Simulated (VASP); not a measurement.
Set up this calculation in VASP 6.6.1, as the native input.

- Task: single point
- Functional: PBEsol
- Potentials or basis: VASP PAW PBE potentials, release 64 (Mg)
- Cutoff: 520 eV
- k mesh: 9 × 9 × 5
- Occupations: tetrahedron
- Spin: no spin polarisation
- Dipole correction: no
- Further INCAR settings: ALGO = Normal; EDIFF = 1e-07; NBANDS = 9

The structure of Mg lies in POSCAR:

```
Mg
1.0
    3.2031988900      0.0000000000      0.0000000000
   -1.6015994400      2.7740516100      0.0000000000
    0.0000000000      0.0000000000      5.2010000000
Mg
2
Direct
    0.3333333300      0.6666666700      0.2500000000
    0.6666666700      0.3333333300      0.7500000000
```

One way to write it, as run:

INCAR

```
SYSTEM = Mg
PREC = Accurate
ENCUT = 520
EDIFF = 1E-7
ISMEAR = -5
SIGMA = 0.1
LREAL = .False.
LASPH = .True.
NELM = 60
ALGO = Normal
ISIF = 2
LWAVE = .False.
LCHARG = .True.
GGA = PS
LELF = .True.
LVHAR = .True.
NBANDS = 9
```

KPOINTS

```
Automatic mesh
0
Gamma
  9 9 5
  0 0 0
```

Potentials or basis: VASP PAW PBE potentials, release 64 (Mg).

Launch:

```sh
$ cat potpaw_PBE.64/Mg/POTCAR > POTCAR
$ mpirun -np 1 vasp_std > vasp.out
```

Results of the run:

```yaml
Pressure: -1.2 GPa
Band_gap_on_the_k_mesh: zero (band 2 reaches 3.55 eV, above the bottom of band 3 at 1.32 eV)
```

Caveat: the PAW data sets were made with another functional, which shifts forces and pressure a little; tetrahedron occupations give inexact forces and stress in metals.

Wall time 12 s on 1 thread of AMD EPYC 7R13 Processor (Zen 3), on a shared host, peak memory 0.13 GiB.
